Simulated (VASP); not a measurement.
# CdTe (F-43m) in VASP: notebook, part 2 of 2

VASP 6.6.1. Earlier steps stand in the parts before.

### 5 Relaxation of cell and atoms, PBE

INCAR

```
PREC = Accurate
ENCUT = 500
EDIFF = 1E-7
ISMEAR = 0
SIGMA = 0.02
LREAL = False
LASPH = True
NELM = 120
ALGO = Normal
ISIF = 3
LWAVE = False
LCHARG = False
GGA = PE
IBRION = 2
NSW = 100
EDIFFG = -0.002
GGA_COMPAT = False
NELMIN = 4
```

KPOINTS

```
regular mesh
0
Gamma
  8 8 8
```

POSCAR

```
CdTe
1.0
    0.0000000000      3.2821135600      3.2821135600
    3.2821135600      0.0000000000      3.2821135600
    3.2821135600      3.2821135600      0.0000000000
Cd Te
1 1
Direct
    0.0000000000      0.0000000000      0.0000000000
    0.2500000000      0.2500000000      0.2500000000
```

The run is started by

```console
cat potpaw_PBE.64/Cd/POTCAR potpaw_PBE.64/Te/POTCAR > POTCAR
mpirun -np 1 vasp_std > vasp.out
```

Wall time 26 s (1 thread of Intel Xeon 6975P-C (Granite Rapids), shared host); peak memory 0.23 GiB.

Results (log left out):

```
Free energy                           : -4.8120 eV
Relaxed volume                        : 36.34 Å³/atom
Relaxed cell                          : a = 4.684 Å, b = 4.684 Å, c = 4.684 Å, α = 60.00°, β = 60.00°, γ = 60.00°
Space group after relaxing (to 0.1 Å) : F-43m (No. 216)
Energy gained by relaxing             : 3.1 meV/atom
Ionic steps                           : 3
Pressure after relaxing               : 0.0 GPa
Band gap on the k mesh                : 0.57 eV
```

Step by step:
| step | energy change (eV) | largest force (eV/Å) | pressure (GPa) | volume (Å³) |
| --- | --- | --- | --- | --- |
| 1 | 0.0000 | 0.0000 | 1.03 | 70.71 |
| 2 | -0.0059 | 0.0000 | -0.19 | 73.07 |
| 3 | -0.0061 | 0.0000 | 0.00 | 72.67 |

Final structure:
```
Cd Te
1.0
     0.00000    3.31215    3.31215
     3.31215    0.00000    3.31215
     3.31215    3.31215    0.00000
Cd Te
1 1
Direct
  0.00000 0.00000 0.00000
  0.25000 0.25000 0.25000
```

Levels at points of the mesh, in eV from the valence-band top:
```
           k point  band 5  band 6  band 7  band 8  band 9  band 10  band 11  band 12  band 13
(0.00, 0.00, 0.00)   -7.87   -7.87    0.00    0.00    0.00     0.57     4.64     4.64     4.64
(0.50, 0.00, 0.00)   -7.86   -7.57   -4.07   -0.68   -0.68     1.75     5.21     5.21     7.01
(0.50, 0.50, 0.00)   -7.84   -7.45   -4.00   -1.65   -1.65     2.67     2.75     8.50     8.80
```

Caveat: spin-orbit coupling is left out, which moves the levels of the heavy elements.

### 6 Relaxation of cell and atoms, PBE

This run uses another cell than the first one, of 36.25 Å³/atom.

INCAR

```
  ALGO = Normal
  EDIFF = 1E-7
  EDIFFG = -0.002
  ENCUT = 500
  GGA = PE
  GGA_COMPAT = F
  IBRION = 2
  ISIF = 3
  ISMEAR = 0
  LASPH = T
  LCHARG = F
  LREAL = F
  LWAVE = F
  NELM = 120
  NELMIN = 4
  NSW = 100
  PREC = Accurate
  SIGMA = 0.02
```

KPOINTS

```
k-points
0
Gamma
  10 10 10
```

POSCAR

```
CdTe
1.0
    0.0000000000      3.3096311675      3.3096311675
    3.3096311675      0.0000000000      3.3096311675
    3.3096311675      3.3096311675      0.0000000000
Cd Te
1 1
Direct
    0.0000000000      0.0000000000      0.0000000000
    0.2500000000      0.2500000000      0.2500000000
```

Potentials or basis: VASP PAW PBE potentials, release 64 (Cd, Te).

The run is started by

```console
cat potpaw_PBE.64/Cd/POTCAR potpaw_PBE.64/Te/POTCAR > POTCAR
mpirun -np 1 vasp_std > vasp.out
```

OUTCAR:

```text
EDIFF = 1E-7
   EDIFFG = -0.002
   ENCUT = 500
   GGA = PE
   IBRION = 2
   ISIF = 3
   ISMEAR = 0
   LASPH = T
   LREAL = F
   NELM = 120
   NELMIN = 4
   NSW = 100
   PREC = Accurate

 ion  position               nearest neighbor table
   1  0.000  0.000  0.000-   2 2.87   2 2.87   2 2.87   2 2.87
   2  0.250  0.250  0.250-   1 2.87   1 2.87   1 2.87   1 2.87

  LATTYP: Found a face centered cubic cell.
 ALAT       =     6.6192623350

  Lattice vectors:

 A1 = (   0.0000000000,   3.3096311675,   3.3096311675)
 A2 = (   3.3096311675,   0.0000000000,   3.3096311675)
 A3 = (   3.3096311675,   3.3096311675,   0.0000000000)

Analysis of symmetry for initial positions (statically):
=====================================================================
 Subroutine PRICEL returns:
 Original cell was already a primitive cell.

 Routine SETGRP: Setting up the symmetry group for a
 face centered cubic supercell.

 Subroutine GETGRP returns: Found 24 space group operations
 (whereof 24 operations were pure point group operations)
 out of a pool of 48 trial point group operations.

The static configuration has the point symmetry T_d .

Analysis of symmetry for dynamics (positions and initial velocities):
=====================================================================
 Subroutine PRICEL returns:
 Original cell was already a primitive cell.

 Routine SETGRP: Setting up the symmetry group for a
 face centered cubic supercell.

 Subroutine GETGRP returns: Found 24 space group operations
 (whereof 24 operations were pure point group operations)
 out of a pool of 48 trial point group operations.

The dynamic configuration has the point symmetry T_d .

 Subroutine INISYM returns: Found 24 space group operations
 (whereof 24 operations are pure point group operations),
 and found     1 'primitive' translations

----------------------------------------------------------------------------------------

                                     Primitive cell

  volume of cell :      72.5051

  direct lattice vectors                    reciprocal lattice vectors
     0.000000000  3.309631168  3.309631168    -0.151074236  0.151074236  0.151074236
     3.309631168  0.000000000  3.309631168     0.151074236 -0.151074236  0.151074236
     3.309631168  3.309631168  0.000000000     0.151074236  0.151074236 -0.151074236

  length of vectors
     4.680525284  4.680525284  4.680525284     0.261668252  0.261668252  0.261668252

  position of ions in fractional coordinates (direct lattice)
     0.000000000  0.000000000  0.000000000
     0.250000000  0.250000000  0.250000000

  ion indices of the primitive-cell ions
   primitive index   ion index
                 1           1
                 2           2

----------------------------------------------------------------------------------------

 KPOINTS: k-points

Automatic generation of k-mesh.
 Grid dimensions read from file:
 generate k-points for:   10   10   10

 Generating k-lattice:

[... 46 lines left out ...]
   dimension x,y,z NGX =    36 NGY =   36 NGZ =   36
   dimension x,y,z NGXF=    72 NGYF=   72 NGZF=   72
   ions per type =               1   1
   NGX,Y,Z   is equivalent  to a cutoff of  12.79, 12.79, 12.79 a.u.
   NGXF,Y,Z  is equivalent  to a cutoff of  25.57, 25.57, 25.57 a.u.
 SYSTEM =  unknown system
   PREC   = accura    normal or accurate (medium, high low for compatibility)
   ISTART =      0    job   : 0-new  1-cont  2-samecut
   ICHARG =      2    charge: 1-file 2-atom 10-const
   ISPIN  =      1    spin polarized calculation?
   LNONCOLLINEAR =      F non collinear calculations
   LSORBIT =      F    spin-orbit coupling
   LASPH  =      T    aspherical Exc in radial PAW
   ENCUT  =  500.0 eV  36.75 Ry    6.06 a.u.   8.53  8.53  8.53*2*pi/ulx,y,z
   NELM   =    120;   NELMIN=  4; NELMDL= -5     # of ELM steps
   EDIFF  = 0.1E-06   stopping-criterion for ELM
   LREAL  =      F    real-space projection
   EDIFFG = -.2E-02   stopping-criterion for IOM
   NSW    =    100    number of steps for IOM
   IBRION =      2    ionic relax: 0-MD 1-quasi-New 2-CG
   NFREE  =      1    steps in history (QN), initial steepest desc. (CG)
   ISIF   =      3    stress and relaxation
   ISYM   =      2    0-nonsym 1-usesym 2-fastsym
   POTIM  = 0.5000    time-step for ionic-motion
   TEBEG  =    0.0;   TEEND  =   0.0 temperature during run
   PSTRESS=    0.0 pullay stress
   NELECT =      18.0000    total number of electrons
   NUPDOWN=      -1.0000    fix difference up-down
   EMIN   =  10.00;   EMAX   =-10.00  energy-range for DOS
   EFERMI =   0.00;   METHOD = LEGACY
   ISMEAR =     0;   SIGMA  =   0.02  broadening in eV -4-tet -1-fermi 0-gaus
   EFERMI_NEDOS =   21; number of points for ismear=-14 and -15
   IALGO  =     38    algorithm
   IMIX   =      4    mixing-type and parameters
     AMIX     =   0.40;   BMIX     =  1.00
     AMIX_MAG =   1.60;   BMIX_MAG =  1.00
  volume/ion in A,a.u.               =      36.25       244.64
  Fermi-wavevector in a.u.,A,eV,Ry     =   1.028907  1.944352 14.403799  1.058649
  Thomas-Fermi vector in A             =   2.162927
   LORBIT       =      0    0 simple, 1 ext, 2 COOP (PROOUT), +10 PAW based schemes
   GGA     = PE    functional components
   LHFCALC =     F    Hartree Fock is set to
   AEXX    =    0.0000 exact exchange contribution
   IVDW    =     0    specifies the selected vdW correction
   LEPSILON=     F    determine dielectric tensor
   LRPA    =     F    only Hartree local field effects (RPA)
 conjugate gradient relaxation of ions
 non-spin polarized calculation
 Gauss-broadening in eV      SIGMA  =   0.02
  energy-cutoff  :      500.00
  volume of cell :       72.51
 maximum number of plane-waves:      1856
 NGX is ok and might be reduce to    36
   NGX = 17   NGY = 17   NGZ = 17

--------------------------------------- Ionic step        1  -------------------------------------------

 number of electron      18.0000006 magnetization

 Free energy of the ion-electron system (eV)
  ---------------------------------------------------
  ext. energy  EPLUGINS =         0.00000000
  ---------------------------------------------------
  free energy    TOTEN  =        -4.81279978 eV

  energy without entropy =       -4.81279978  energy(sigma->0) =       -4.81279978

------------------------ aborting loop because EDIFF is reached ----------------------------------------

  FORCE on cell =-STRESS in cart. coord.  units (eV):
  Direction    XX          YY          ZZ          XY          YZ          ZX
  --------------------------------------------------------------------------------------
  -------------------------------------------------------------------------------------
  Total        0.0386862      0.0386862      0.0386862     -0.0000000     -0.0000000     -0.0000000
  in kB        0.8548665      0.8548665      0.8548665     -0.0000000     -0.0000000     -0.0000000
  external PRESSURE =       0.8548665 kB  Pullay stress =       0.0000000 kB
[... 59 lines left out ...]
--------------------------------------- Ionic step        3  -------------------------------------------

 number of electron      18.0000006 magnetization

 Free energy of the ion-electron system (eV)
  ---------------------------------------------------
  ext. energy  EPLUGINS =         0.00000000
  ---------------------------------------------------
  free energy    TOTEN  =        -4.81284560 eV

  energy without entropy =       -4.81284560  energy(sigma->0) =       -4.81284560

 E-fermi :   1.9173     XC(G=0):  -8.2964

 val. band max:        1.7726670230   @ k =   0.0000   0.0000   0.0000
 cond. band min:       2.3471871627   @ k =   0.0000   0.0000   0.0000
 fundamental gap:      0.5745201396
 Fermi energy:         1.9173017677

 k-point     1 :       0.0000    0.0000    0.0000
  band No.  band energies     occupation
      1      -9.0466      2.00000
      2      -6.3083      2.00000
      3      -6.3083      2.00000
      4      -6.3083      2.00000
      5      -6.0934      2.00000
      6      -6.0934      2.00000
      7       1.7727      2.00000
      8       1.7727      2.00000
      9       1.7727      2.00000
     10       2.3472      0.00000
     11       6.4135      0.00000
     12       6.4135      0.00000
     13       6.4135      0.00000
[... 354 lines left out ...]
  band No.  band energies     occupation
      1      -8.6889      2.00000
      2      -6.2137      2.00000
      3      -6.2076      2.00000
      4      -6.1517      2.00000
      5      -6.0744      2.00000
      6      -5.8586      2.00000
      7      -1.6775      2.00000
      8       0.2707      2.00000
      9       0.4300      2.00000
     10       4.6386      0.00000
     11       5.1213      0.00000
     12       8.3804      0.00000
     13       9.0472      0.00000

 [... further k-points ...]
[... 5 lines left out ...]
  --------------------------------------------------------------------------------------
  -------------------------------------------------------------------------------------
  Total       -0.0003369     -0.0003369     -0.0003369     -0.0000000      0.0000000     -0.0000000
  in kB       -0.0074268     -0.0074268     -0.0074268     -0.0000000      0.0000000     -0.0000000
  external PRESSURE =      -0.0074268 kB  Pullay stress =       0.0000000 kB
[... 17 lines left out ...]
  FREE ENERGIE OF THE ION-ELECTRON SYSTEM (eV)
  ---------------------------------------------------
  free  energy   TOTEN  =        -4.8128456043 eV

  energy  without entropy=       -4.8128456043  energy(sigma->0) =       -4.81284560

 reached required accuracy - stopping structural energy minimisation
```

OSZICAR:

```text
N       E                     dE             d eps       ncg     rms          rms(c)
DAV:   1     0.100552099060E+03    0.10055E+03   -0.81511E+03  1230   0.115E+03
DAV:   2    -0.927290209964E+00   -0.10148E+03   -0.97730E+02  1377   0.272E+02
[... 23 lines left out ...]
DAV:   1    -0.481286880204E+01   -0.24684E-04   -0.49618E-04  1357   0.287E-01    0.364E-02
DAV:   2    -0.481284696833E+01    0.21834E-04   -0.57245E-05  1317   0.117E-01    0.118E-02
DAV:   3    -0.481284501178E+01    0.19565E-05   -0.55684E-06  1297   0.252E-02    0.994E-03
DAV:   4    -0.481284538609E+01   -0.37431E-06   -0.56488E-07  1277   0.599E-03    0.190E-03
DAV:   5    -0.481284551468E+01   -0.12858E-06   -0.60467E-08   626   0.330E-03    0.118E-03
DAV:   6    -0.481284560433E+01   -0.89650E-07   -0.23534E-08   616   0.160E-03
   3 F= -.48128456E+01 E0= -.48128456E+01  d E =-.458217E-04
```

CONTCAR:

```text
CdTe
   1.00000000000000
    -0.0000000000000000    3.3123038358748484    3.3123038358748484
     3.3123038358748484    0.0000000000000000    3.3123038358748484
     3.3123038358748484    3.3123038358748484    0.0000000000000000
  Cd              Te
     1     1
Direct
     0.0000000000000000    0.0000000000000000    0.0000000000000000
     0.2500000000000000    0.2500000000000000    0.2500000000000000

  0.00000000E+00  0.00000000E+00  0.00000000E+00
  0.00000000E+00  0.00000000E+00  0.00000000E+00
```

Wall time 32 s (1 thread of Intel Xeon 6975P-C (Granite Rapids), shared host); peak memory 0.24 GiB.

What came out:

* Free energy: -4.8128 eV
* Relaxed volume: 36.34 Å³/atom
* Relaxed cell: a = 4.684 Å, b = 4.684 Å, c = 4.684 Å, α = 60.00°, β = 60.00°, γ = 60.00°
* Space group after relaxing (to 0.1 Å): F-43m (No. 216)
* Energy gained by relaxing: 0.0 meV/atom
* Ionic steps: 3
* Pressure after relaxing: 0.0 GPa
* Band gap on the k mesh: 0.57 eV

Final structure:
```yaml
crystal:
  lattice:
    - [0.00000, 3.31230, 3.31230]
    - [3.31230, 0.00000, 3.31230]
    - [3.31230, 3.31230, 0.00000]
  atoms:
    - { symbol: Cd, position: [0.00000, 0.00000, 0.00000] }
    - { symbol: Te, position: [0.25000, 0.25000, 0.25000] }
```

Levels at points of the mesh, in eV from the valence-band top:
```tsv
k point	band 6	band 7	band 8	band 9	band 10	band 11	band 12	band 13
(0.00, 0.00, 0.00)	-7.87	0.00	0.00	0.00	0.57	4.64	4.64	4.64
(0.50, 0.00, 0.00)	-7.56	-4.06	-0.68	-0.68	1.75	5.21	5.21	7.01
(0.50, 0.50, 0.00)	-7.45	-4.00	-1.65	-1.65	2.67	2.75	8.50	8.80
```

Caveat: spin-orbit coupling is left out, which moves the levels of the heavy elements.

### 7 The runs side by side

```tsv
task	cell	k mesh	smearing	gap on the mesh (eV)	pressure (GPa)	relaxed volume (Å³/atom)
single point	a = 4.642 Å, angles 60.0°, 2 atoms	6 × 6 × 6	gaussian 0.1 eV	0.65	1.1	-
single point	a = 4.681 Å, angles 60.0°, 2 atoms	8 × 8 × 8	gaussian 0.02 eV	0.58	0.1	-
single point	a = 4.681 Å, angles 60.0°, 2 atoms	10 × 10 × 10	gaussian 0.02 eV	0.58	0.1	-
relaxation of cell and atoms	relaxed from a = 4.642 Å, angles 60.0°, 2 atoms	8 × 8 × 8	gaussian 0.02 eV	0.57	0.0	36.34
relaxation of cell and atoms	relaxed from a = 4.681 Å, angles 60.0°, 2 atoms	10 × 10 × 10	gaussian 0.02 eV	0.57	0.0	36.34
```

Alike in all rows: level PBE; potentials or basis VASP PAW PBE potentials, release 64 (Cd, Te); no spin polarisation; cutoff (eV) 500.

Caveats: spin-orbit coupling is left out, which moves the levels of the heavy elements.

Total energies depend on the potentials used, so only differences within one code and one set of settings carry meaning.
